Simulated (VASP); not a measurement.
# Ti (Fm-3m) in VASP: further runs, part 2 of 2

VASP 6.6.1. The steps go on from the part before.

## Step 5: Single point, r2SCAN, collinear spin (18.03 Å³/atom)

This run uses another cell than the first one, of 18.03 Å³/atom.

Input file POSCAR:

```
Ti
1.0
    0.0000000000      2.0814033800      2.0814033800
    2.0814033800      0.0000000000      2.0814033800
    2.0814033800      2.0814033800      0.0000000000
Ti
1
Direct
    0.0000000000      0.0000000000      0.0000000000
```

Input file INCAR.step1:

```
PREC = Accurate ; ENCUT = 520
ISMEAR = -1 ; SIGMA = 0.05
LREAL = F ; LASPH = T
NELM = 150 ; ISPIN = 2
MAGMOM = 1 ; LMAXMIX = 4
NBANDS = 16 ; GGA = PE
ALGO = Normal ; EDIFF = 1E-4
LWAVE = T ; LCHARG = F
```

Input file INCAR.step2:

```
PREC = Accurate ; ENCUT = 520
EDIFF = 1E-6 ; ISMEAR = -1
SIGMA = 0.05 ; LREAL = F
LASPH = T ; NELM = 150
ALGO = Normal ; ISIF = 2
LWAVE = F ; LCHARG = F
ISPIN = 2 ; MAGMOM = 1
LORBIT = 11 ; LMAXMIX = 4
METAGGA = R2SCAN ; LMIXTAU = T
NBANDS = 16 ; ISTART = 1
```

Input file KPOINTS:

```
regular mesh
0
Gamma
  22 22 22
```

Potentials or basis: VASP PAW PBE potentials, release 64 (Ti_sv).

Launch:

```
$ cat potpaw_PBE.64/Ti_sv/POTCAR > POTCAR
$ cp INCAR.step1 INCAR
$ mpirun -np 1 vasp_std > vasp.out
$ cp INCAR.step2 INCAR
$ mpirun -np 1 vasp_std > vasp.out
```

OUTCAR:

```text
PREC = Accurate
   ENCUT = 520
   EDIFF = 1E-6
   ISMEAR = -1
   LREAL = F
   LASPH = T
   NELM = 150
   ISIF = 2
   ISPIN = 2
   LORBIT = 11
   METAGGA = R2SCAN
   ISTART = 1

 ion  position               nearest neighbor table
   1  0.000  0.000  0.000-

  LATTYP: Found a face centered cubic cell.
 ALAT       =     4.1628067600

  Lattice vectors:

 A1 = (   0.0000000000,   2.0814033800,   2.0814033800)
 A2 = (   2.0814033800,   0.0000000000,   2.0814033800)
 A3 = (   2.0814033800,   2.0814033800,   0.0000000000)

Analysis of symmetry for initial positions (statically):
=====================================================================
 Subroutine PRICEL returns:
 Original cell was already a primitive cell.

 Routine SETGRP: Setting up the symmetry group for a
 face centered cubic supercell.

 Subroutine GETGRP returns: Found 48 space group operations
 (whereof 48 operations were pure point group operations)
 out of a pool of 48 trial point group operations.

The static configuration has the point symmetry O_h .

Analysis of symmetry for dynamics (positions and initial velocities):
[... 635 lines left out ...]

 [... further k-points ...]

 spin component 2

 k-point     1 :       0.0000    0.0000    0.0000
  band No.  band energies     occupation
      1     -51.2915      1.00000
      2     -26.1343      1.00000
      3     -26.1343      1.00000
      4     -26.1343      1.00000
      5       1.4499      1.00000
      6       8.8027      0.00000
[... 435 lines left out ...]
      5       5.2369      1.00000
      6       8.0645      0.00919
[... 8 lines left out ...]
     15      30.4846      0.00000
     16      30.7050      0.00000

 [... further k-points ...]

------------------------ aborting loop because EDIFF is reached ----------------------------------------

  FORCE on cell =-STRESS in cart. coord.  units (eV):
  Direction    XX          YY          ZZ          XY          YZ          ZX
  --------------------------------------------------------------------------------------
  -------------------------------------------------------------------------------------
  Total       -0.4070796     -0.4070796     -0.4070796     -0.0000000      0.0000000     -0.0000000
  in kB      -36.1652227    -36.1652227    -36.1652227     -0.0000000      0.0000000     -0.0000000
  external PRESSURE =     -36.1652227 kB  Pullay stress =       0.0000000 kB

 VOLUME and BASIS-vectors are now :
 -----------------------------------------------------------------------------
  energy-cutoff  :      520.00
  volume of cell :       18.03
      direct lattice vectors                 reciprocal lattice vectors
     0.000000000  2.081403380  2.081403380    -0.240222537  0.240222537  0.240222537
     2.081403380  0.000000000  2.081403380     0.240222537 -0.240222537  0.240222537
     2.081403380  2.081403380  0.000000000     0.240222537  0.240222537 -0.240222537

 POSITION                                       TOTAL-FORCE (eV/Angst)
 -----------------------------------------------------------------------------------
      0.00000      0.00000      0.00000        -0.000000     -0.000000     -0.000000
 -----------------------------------------------------------------------------------
    total drift:                               -0.000000     -0.000000     -0.000000

  FREE ENERGIE OF THE ION-ELECTRON SYSTEM (eV)
  ---------------------------------------------------
  free  energy   TOTEN  =       -12.8795423243 eV

  energy  without entropy=      -12.8662813127  energy(sigma->0) =      -12.87291182

 total charge

# of ion       s       p       d       tot
------------------------------------------
    1        2.238   6.131   1.806  10.174

 magnetization (x)

# of ion       s       p       d       tot
------------------------------------------
    1       -0.000  -0.000  -0.000  -0.000
```

OUTCAR.step1:

```text
PREC = Accurate
   ENCUT = 520
   ISMEAR = -1
   LREAL = F
   LASPH = T
   NELM = 150
[... 1149 lines left out ...]

 POSITION                                       TOTAL-FORCE (eV/Angst)
 -----------------------------------------------------------------------------------
      0.00000      0.00000      0.00000         0.000000      0.000000      0.000000
 -----------------------------------------------------------------------------------
    total drift:                               -0.000000     -0.000000     -0.000000

  FREE ENERGIE OF THE ION-ELECTRON SYSTEM (eV)
  ---------------------------------------------------
  free  energy   TOTEN  =        -7.7766176869 eV

  energy  without entropy=       -7.7616171131  energy(sigma->0) =       -7.76911740
```

It took 17 min on 1 thread of Oxide Virtual Turin-like, shared host; peak memory 0.23 GiB.

Results:

```
Free energy                                           : -12.8795 eV
Pressure                                              : -3.6 GPa
Band gap on the k mesh                                : zero (filled and empty bands overlap)
Net moment                                            : 0.00 μB per cell
Valence electrons inside the program's atomic spheres : Ti 10.17
```

Caveat: the cell stands under tension; the PAW data sets were made with another functional, which shifts forces and pressure a little.

## Step 6: The runs side by side

| task | cell | k mesh | cutoff (eV) | gap on the mesh (eV) | pressure (GPa) | moment (μB) |
| --- | --- | --- | --- | --- | --- | --- |
| relaxation of cell and atoms | relaxed from a = 2.923 Å, angles 60.0°, 1 atom | 13 × 13 × 13 | 600 | none | -0.1 | 0.00 |
| single point | a = 2.905 Å, angles 60.0°, 1 atom | 22 × 22 × 22 | 520 | none | 0.5 | 0.00 |
| single point | a = 2.944 Å, angles 60.0°, 1 atom | 22 × 22 × 22 | 520 | none | -3.6 | 0.00 |

Alike in all rows: level r2SCAN; potentials or basis VASP PAW PBE potentials, release 64 (Ti_sv); spin collinear; smearing fermi-dirac 0.05 eV.

Caveats: the PAW data sets were made with another functional, which shifts forces and pressure a little; the cell stands under tension (at least some runs).

Absolute energies hang on the potentials; compare differences alone.
